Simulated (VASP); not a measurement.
Runs of VASP 6.6.1 on Al. The structure is that of space group P6_3/mmc (No. 194), or close to it. The cells are those of the table. 

```csv
cell,gap on the mesh (eV),pressure (GPa)
"a = 2.827, b = 2.827, c = 9.278 Å, angles 90.0, 90.0, 120.0°, 4 atoms",none,-0.9
"a = 2.827, b = 2.827, c = 9.217 Å, angles 90.0, 90.0, 120.0°, 4 atoms",none,-0.3
"a = 2.827, b = 2.827, c = 9.247 Å, angles 90.0, 90.0, 120.0°, 4 atoms",none,(a)
"a = 2.827, b = 2.827, c = 9.186 Å, angles 90.0, 90.0, 120.0°, 4 atoms",none,0.0
"a = 2.827, b = 2.827, c = 9.094 Å, angles 90.0, 90.0, 120.0°, 4 atoms",none,(b)
```

Alike in all rows: task single point; level r2SCAN; potentials or basis VASP PAW PBE potentials, release 64 (Al); no spin polarisation; k mesh 14 × 14 × 4; cutoff (eV) 520; smearing fermi-dirac 0.05 eV.

Problem. Estimate the missing entries.

Solution. (a) -0.6; (b) 1.0.

Caveats: the PAW data sets were made with another functional, which shifts forces and pressure a little.

A gap of «none» marks levels without a gap at the run's occupations.
